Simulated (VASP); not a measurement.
# Mg in VASP: relaxation of the atoms with PBEsol

Aim: the relaxation of the atoms of Mg with PBEsol.

Everything below comes from runs of VASP 6.6.1. Logs are shortened: lines on timing, memory, paths and dates and some standing lists are left out, and cuts for length are marked.

## (1) The cell of the first run

The cell holds a slab with vacuum, 4 atoms: a = 3.188 Å, b = 3.188 Å, c = 24.663 Å, α = 90.00°, β = 90.00°, γ = 120.00°.

## (2) Relaxation of the atoms, PBEsol

INCAR reads:

```
SYSTEM = Mg
ALGO     = Normal         ! electronic algorithm
DIPOL    = 0.5 0.5 0.500
EDIFF    = 1E-7           ! SCF threshold, eV
EDIFFG   = -0.03          ! ionic threshold
ENCUT    = 520            ! plane-wave cutoff, eV
GGA      = PS             ! functional
IBRION   = 2              ! ionic algorithm
IDIPOL   = 3            
ISIF     = 2              ! what is computed and relaxed
ISMEAR   = 0              ! smearing method
LASPH    = .True.         ! aspherical terms in the spheres
LCHARG   = .False.        ! write CHGCAR
LDIPOL   = .True.       
LREAL    = .False.        ! projectors in reciprocal space
LWAVE    = .False.        ! write WAVECAR
NELM     = 80             ! most SCF steps
NSW      = 90             ! ionic steps
PREC     = Accurate       ! precision mode
SIGMA    = 0.1            ! smearing width, eV
```

KPOINTS reads:

```
k-points
0
Gamma
  9 9 1
  0 0 0
```

POSCAR reads:

```
Mg
1.0
    3.1881999938      0.0000000000      0.0000000000
   -1.5940999969      2.7610621870      0.0000000000
    0.0000000000      0.0000000000     24.6626988054
Mg
4
Selective dynamics
Direct
    0.6666666667      0.3333333333      0.3446500347  F F F
    0.3333333333      0.6666666667      0.4482166782  F F F
    0.6666666667      0.3333333333      0.5517833218  T T T
    0.3333333333      0.6666666667      0.6553499653  T T T
```

Potentials or basis: VASP PAW PBE potentials, release 64 (Mg).

On the command line:

```
> cat potpaw_PBE.64/Mg/POTCAR > POTCAR
> mpirun -np 1 vasp_std > vasp.out
```

OUTCAR:

```text
SYSTEM = Mg
   EDIFF = 1E-7
   EDIFFG = -0.03
   ENCUT = 520
   GGA = PS
   IBRION = 2
   ISIF = 2
   ISMEAR = 0
   LASPH = .True.
   LREAL = .False.
   NELM = 80
   NSW = 90
   PREC = Accurate

 ion  position               nearest neighbor table
   1  0.667  0.333  0.345-   2 3.15   2 3.15   2 3.15
   2  0.333  0.667  0.448-   1 3.15   1 3.15   1 3.15   3 3.15   3 3.15   3 3.15
   3  0.667  0.333  0.552-   4 3.15   4 3.15   4 3.15   2 3.15   2 3.15   2 3.15
   4  0.333  0.667  0.655-   3 3.15   3 3.15   3 3.15

  LATTYP: Found a hexagonal cell.
 ALAT       =     3.1881999938
 C/A-ratio  =     7.7356184848

  Lattice vectors:

 A1 = (   3.1881999938,   0.0000000000,   0.0000000000)
 A2 = (  -1.5940999969,   2.7610621870,   0.0000000000)
 A3 = (   0.0000000000,   0.0000000000,  24.6626988054)

Analysis of symmetry for initial positions (statically):
=====================================================================
 Subroutine PRICEL returns:
 Original cell was already a primitive cell.

 Routine SETGRP: Setting up the symmetry group for a
 hexagonal supercell.

 Subroutine GETGRP returns: Found 12 space group operations
 (whereof 12 operations were pure point group operations)
 out of a pool of 24 trial point group operations.

The static configuration has the point symmetry D_3d.

Analysis of symmetry for dynamics (positions and initial velocities):
=====================================================================
 Subroutine PRICEL returns:
 Original cell was already a primitive cell.

 Routine SETGRP: Setting up the symmetry group for a
 hexagonal supercell.

 Subroutine GETGRP returns: Found 12 space group operations
 (whereof 12 operations were pure point group operations)
 out of a pool of 24 trial point group operations.

The dynamic configuration has the point symmetry D_3d.

Analysis of constrained symmetry for selective dynamics:
=====================================================================
 Subroutine PRICEL returns:
 Original cell was already a primitive cell.

 Routine SETGRP: Setting up the symmetry group for a
 hexagonal supercell.

 Subroutine GETGRP returns: Found  6 space group operations
 (whereof  6 operations were pure point group operations)
 out of a pool of 24 trial point group operations.

[... 116 lines left out ...]
   GGA     = PS    functional components
   LHFCALC =     F    Hartree Fock is set to
   AEXX    =    0.0000 exact exchange contribution
   IVDW    =     0    specifies the selected vdW correction
   LEPSILON=     F    determine dielectric tensor
   LRPA    =     F    only Hartree local field effects (RPA)
 conjugate gradient relaxation of ions
 non-spin polarized calculation
 Gauss-broadening in eV      SIGMA  =   0.10
  energy-cutoff  :      520.00
  volume of cell :      217.10
 maximum number of plane-waves:      5878
 NGX is ok and might be reduce to    24
   NGX = 11   NGY = 11   NGZ = 91

--------------------------------------- Ionic step        1  -------------------------------------------

 number of electron       8.0000000 magnetization

 Free energy of the ion-electron system (eV)
  ---------------------------------------------------
  ext. energy  EPLUGINS =         0.00000000
  ---------------------------------------------------
  free energy    TOTEN  =        -6.15427648 eV

  energy without entropy =       -6.14146603  energy(sigma->0) =       -6.14787126

------------------------ aborting loop because EDIFF is reached ----------------------------------------

  FORCE on cell =-STRESS in cart. coord.  units (eV):
  Direction    XX          YY          ZZ          XY          YZ          ZX
  --------------------------------------------------------------------------------------
  -------------------------------------------------------------------------------------
  Total       -1.0245466     -1.0245466      0.2386008     -0.0000000      0.0000000      0.0000000
  in kB       -7.5610124     -7.5610124      1.7608410     -0.0000000      0.0000000      0.0000000
  external PRESSURE =      -4.4537280 kB  Pullay stress =       0.0000000 kB
[... 133 lines left out ...]
  FREE ENERGIE OF THE ION-ELECTRON SYSTEM (eV)
  ---------------------------------------------------
  free  energy   TOTEN  =        -6.1555540527 eV

  energy  without entropy=       -6.1432148872  energy(sigma->0) =       -6.14938447

 dipolmoment           0.000000      0.000000      0.004324 electrons x Angstroem

--------------------------------------- Ionic step        5  -------------------------------------------

 number of electron       8.0000000 magnetization

 dipolmoment           0.000000      0.000000     -0.000311 electrons x Angstroem

 Free energy of the ion-electron system (eV)
  ---------------------------------------------------
  ext. energy  EPLUGINS =         0.00000000
  ---------------------------------------------------
  free energy    TOTEN  =        -6.15731589 eV

  energy without entropy =       -6.14484453  energy(sigma->0) =       -6.15108021

 E-fermi :  -1.0872     XC(G=0):  -4.2798

 val. band max:       -1.1463777801   @ k =   0.2222   0.0000   0.0000
 cond. band min:      -1.0467633207   @ k =   0.2222   0.2222   0.0000
 fundamental gap:      0.0996144594
 Fermi energy:        -1.0872114979

 k-point     1 :       0.0000    0.0000    0.0000
  band No.  band energies     occupation
      1      -7.7445      2.00000
      2      -6.9267      2.00000
      3      -5.6138      2.00000
      4      -3.7963      2.00000
      5      -2.0552      2.00000
      6       0.2048      0.00000
      7       1.8088      0.00000
      8       2.7445      0.00000
[... 111 lines left out ...]
 k-point    12 :       0.3333    0.3333    0.0000
  band No.  band energies     occupation
      1      -1.4451      2.00000
      2      -1.4146      2.00000
      3      -1.3989      1.99999
      4      -0.7193      0.00000
      5      -0.7080      0.00000
      6      -0.6922      0.00000
      7       0.4777      0.00000
      8       1.1598      0.00000

------------------------ aborting loop because EDIFF is reached ----------------------------------------

 vacuum level on the upper side and lower side of the slab       (xc-potential included)        -0.093        -0.101

  FORCE on cell =-STRESS in cart. coord.  units (eV):
  Direction    XX          YY          ZZ          XY          YZ          ZX
  --------------------------------------------------------------------------------------
  -------------------------------------------------------------------------------------
  Total       -1.0385731     -1.0385731      0.1726541     -0.0000000      0.0000000      0.0000000
  in kB       -7.6645260     -7.6645260      1.2741631     -0.0000000      0.0000000      0.0000000
  external PRESSURE =      -4.6849630 kB  Pullay stress =       0.0000000 kB
[... 19 lines left out ...]
  FREE ENERGIE OF THE ION-ELECTRON SYSTEM (eV)
  ---------------------------------------------------
  free  energy   TOTEN  =        -6.1573158900 eV

  energy  without entropy=       -6.1448445321  energy(sigma->0) =       -6.15108021

 reached required accuracy - stopping structural energy minimisation

 vacuum level on the upper side and lower side of the slab         2.673         2.676
```

CONTCAR:

```text
Mg
   1.00000000000000
     3.1881999938000001    0.0000000000000000    0.0000000000000000
    -1.5940999969000000    2.7610621869999998    0.0000000000000000
     0.0000000000000000    0.0000000000000000   24.6626988054000016
  Mg
     4
Selective dynamics
Direct
     0.6666666667000030    0.3333333332999970    0.3446500347000025   F   F   F
     0.3333333332999970    0.6666666667000030    0.4482166781999979   F   F   F
     0.6666666667000030    0.3333333332999970    0.5503421741578549   T   T   T
     0.3333333332999970    0.6666666667000030    0.6561793158087589   T   T   T

  0.00000000E+00  0.00000000E+00  0.00000000E+00
  0.00000000E+00  0.00000000E+00  0.00000000E+00
  0.00000000E+00  0.00000000E+00  0.00000000E+00
  0.00000000E+00  0.00000000E+00  0.00000000E+00
```

It took 62 s on 1 thread of Intel Xeon 6975P-C (Granite Rapids), shared host; peak memory 0.32 GiB.

What came out:

```yaml
Free_energy: -6.1573 eV
Energy_gained_by_relaxing: 0.8 meV/atom
Ionic_steps: 5
Band_gap_on_the_k_mesh: zero (bands 4 and 5 overlap by 1.34 eV)
```

Step by step:
| step | energy change (eV) | largest force on free atoms (eV/Å) | pressure (GPa) |
| --- | --- | --- | --- |
| 1 | 0.0000 | 0.1299 | -0.45 |
| 2 | -0.0010 | 0.1067 | -0.45 |
| 3 | -0.0028 | 0.0375 | -0.46 |
| 4 | -0.0013 | 0.0987 | -0.48 |
| 5 | -0.0030 | 0.0006 | -0.47 |

Final structure:
```
Mg
1.0
     3.18820    0.00000    0.00000
    -1.59410    2.76106    0.00000
     0.00000    0.00000   24.66270
Mg
4
Direct
  0.66667 0.33333 0.34465
  0.33333 0.66667 0.44822
  0.66667 0.33333 0.55034
  0.33333 0.66667 0.65618
```

Levels at points of the mesh, in eV from the Fermi level:
| k point | band 1 | band 2 | band 3 | band 4 | band 5 | band 6 | band 7 | band 8 |
| --- | --- | --- | --- | --- | --- | --- | --- | --- |
| (0.00, 0.00, 0.00) | -6.66 | -5.84 | -4.53 | -2.71 | -0.97 | 1.29 | 2.90 | 3.83 |

Caveat: the PAW data sets were made with another functional, which shifts forces and pressure a little.

The gap in the log of VASP goes by the Fermi energy; the results here count the filled bands.